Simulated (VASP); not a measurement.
Here is a VASP 6.6.1 calculation.

INCAR

```
SYSTEM = W4N
PREC = Accurate
ENCUT = 520
EDIFF = 1E-6
ISMEAR = 0
SIGMA = 0.1
LREAL = .FALSE.
LASPH = .TRUE.
NELM = 120
ALGO = Normal
ISIF = 2
LWAVE = .FALSE.
LCHARG = .TRUE.
LDIPOL = .TRUE.
IDIPOL = 3
DIPOL = 0.5 0.5 0.335
GGA = CA
LELF = .TRUE.
LVHAR = .TRUE.
LVACPOTAV = .TRUE.
NBANDS = 38
GGA_COMPAT = .FALSE.
NELMDL = -8
```

The input KPOINTS:

```
regular mesh
0
G
  9 7 1
  0 0 0
```

POSCAR

```
W4N
1.0
    2.8093052383      0.0000000000      0.0000000000
    0.0000000000      3.9729575688      0.0000000000
    0.0000000000      0.0000000000     19.4074369602
W N
4 1
Direct
    0.5000000000      0.5000000000      0.2061065564
    0.0000000000      0.0000000000      0.2784835849
    0.5000000000      0.5000000000      0.3501454747
    0.0000000000      0.0000000000      0.4074436504
    0.1666666667      0.5000000000      0.4342144491
```

Potentials or basis: VASP PAW LDA potentials, release 64 (W_sv, N).

The run is started by

```console
$ cat potpaw_LDA.64/W_sv/POTCAR potpaw_LDA.64/N/POTCAR > POTCAR
$ mpirun -np 1 vasp_std > vasp.out
```

Task: What does it give for the largest force?

Result: 3.990 eV/Å.

Forces on the atoms (eV/Å):
```
W   -0.052  0.000  1.745
W    0.411  0.000 -2.900
W    1.855  0.000 -2.742
W    1.582  0.000  3.663
N   -3.796  0.000  0.235
```
